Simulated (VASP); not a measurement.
PtSe2 (Sudovikovite): single point with PBEsol

The system is PtSe2 (Sudovikovite).

```xyz
3
Lattice="3.6480 0.0000 0.0000 -1.8240 3.1592 0.0000 0.0000 0.0000 4.9587" Properties=species:S:1:pos:R:3 pbc="T T T"
Pt    0.0000    0.0000    0.0000
Se    1.8240    1.0531    3.7190
Se    0.0000    2.1062    1.2397
```

This cell differs from its parent crystal: volume scaled by 0.94.

```yaml
Program: VASP 6.6.1
Task: single point
Functional: PBEsol
Potentials_or_basis: VASP PAW PBE potentials, release 64 (Pt, Se)
Cutoff: 520 eV
k_mesh: 8 × 8 × 5
Occupations: fermi-dirac, width 0.05 eV
Spin: no spin polarisation
Dipole_correction: no
Further_INCAR_settings: ALGO = Normal; EDIFF = 1e-06; NBANDS = 18
```

```
Pressure               : 12.2 GPa
Largest force          : 1.235 eV/Å
Band gap on the k mesh : zero (band 11 reaches 7.71 eV, above the bottom of band 12 at 7.37 eV)
```

Forces in eV/Å, atoms in the order of the input:
```
Pt   0.000  0.000  0.000
Se   0.000  0.000 -1.235
Se   0.000  0.000  1.235
```

Stress tensor (GPa, compression positive):
```
13.87  0.00  0.00
 0.00 13.87  0.00
 0.00  0.00  8.74
```

Levels at points of the mesh, in eV from the Fermi level:
| k point | band 9 | band 10 | band 11 | band 12 | band 13 | band 14 |
| --- | --- | --- | --- | --- | --- | --- |
| (0.00, 0.00, 0.00) | -1.19 | -1.19 | 0.37 | 1.51 | 1.51 | 3.30 |
| (0.50, 0.00, 0.00) | -3.89 | -3.79 | -3.20 | 0.62 | 2.53 | 4.84 |

Wall time 28 s on 1 thread of Intel(R) Xeon(R) Platinum 8259CL CPU @ 2.50GHz (Skylake/Cascade Lake) (shared host), peak memory 0.2 GiB.

Caveat: the PAW data sets were made with another functional, which shifts forces and pressure a little; spin-orbit coupling is left out, which moves the levels of the heavy elements.
